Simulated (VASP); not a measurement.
Input of a VASP 6.6.1 run:

The input INCAR:

```
PREC     = Accurate       # precision mode
ENCUT    = 520            # plane-wave cutoff, eV
EDIFF    = 1E-6           # SCF threshold, eV
ISMEAR   = 0              # smearing method
SIGMA    = 0.02           # smearing width, eV
LREAL    = F              # projectors in reciprocal space
LASPH    = T              # aspherical terms in the spheres
NELM     = 60             # most SCF steps
ALGO     = Normal         # electronic algorithm
ISIF     = 2              # what is computed and relaxed
LWAVE    = F              # write WAVECAR
LCHARG   = F              # write CHGCAR
GGA      = PS             # functional
NBANDS   = 54             # bands
```

The input KPOINTS:

```
regular mesh
0
Gamma
  4 4 4
```

The input POSCAR:

```
Cs2AgBiBr6
1.0
    0.0000000000      5.6161000000      5.6161000000
    5.6161000000      0.0000000000      5.6161000000
    5.6161000000      5.6161000000      0.0000000000
Cs Ag Bi Br
2 1 1 6
Direct
    0.2500000000      0.2500000000      0.2500000000
    0.7500000000      0.7500000000      0.7500000000
    0.5000000000      0.5000000000      0.5000000000
    0.0000000000      0.0000000000      0.0000000000
    0.2536225342      0.7463774658      0.2536225342
    0.2536225342      0.7463774658      0.7463774658
    0.7463774658      0.2536225342      0.7463774658
    0.7463774658      0.2536225342      0.2536225342
    0.2536225342      0.2536225342      0.7463774658
    0.7463774658      0.7463774658      0.2536225342
```

Potentials or basis: VASP PAW PBE potentials, release 64 (Cs_sv, Ag, Bi_d, Br).

The run is started by

```console
$ cat potpaw_PBE.64/Cs_sv/POTCAR potpaw_PBE.64/Ag/POTCAR potpaw_PBE.64/Bi_d/POTCAR potpaw_PBE.64/Br/POTCAR > POTCAR
$ mpirun -np 1 vasp_std > vasp.out
```

Predict the band gap on the k mesh.

1.12 eV (least direct gap 2.33 eV).

What does it give for the largest force?

0.004 eV/Å.

Estimate the pressure.

-0.3 GPa.

Forces in eV/Å, atoms in the order of the input:
```
Cs   0.000  0.000  0.000
Cs   0.000  0.000  0.000
Ag   0.000  0.000  0.000
Bi   0.000  0.000  0.000
Br   0.000  0.004  0.000
Br  -0.004  0.000  0.000
Br   0.000 -0.004  0.000
Br   0.004  0.000  0.000
Br   0.000  0.000  0.004
Br   0.000  0.000 -0.004
```

Caveat: the PAW data sets were made with another functional, which shifts forces and pressure a little; spin-orbit coupling is left out, which moves the levels of the heavy elements. A k mesh can miss the band edges.
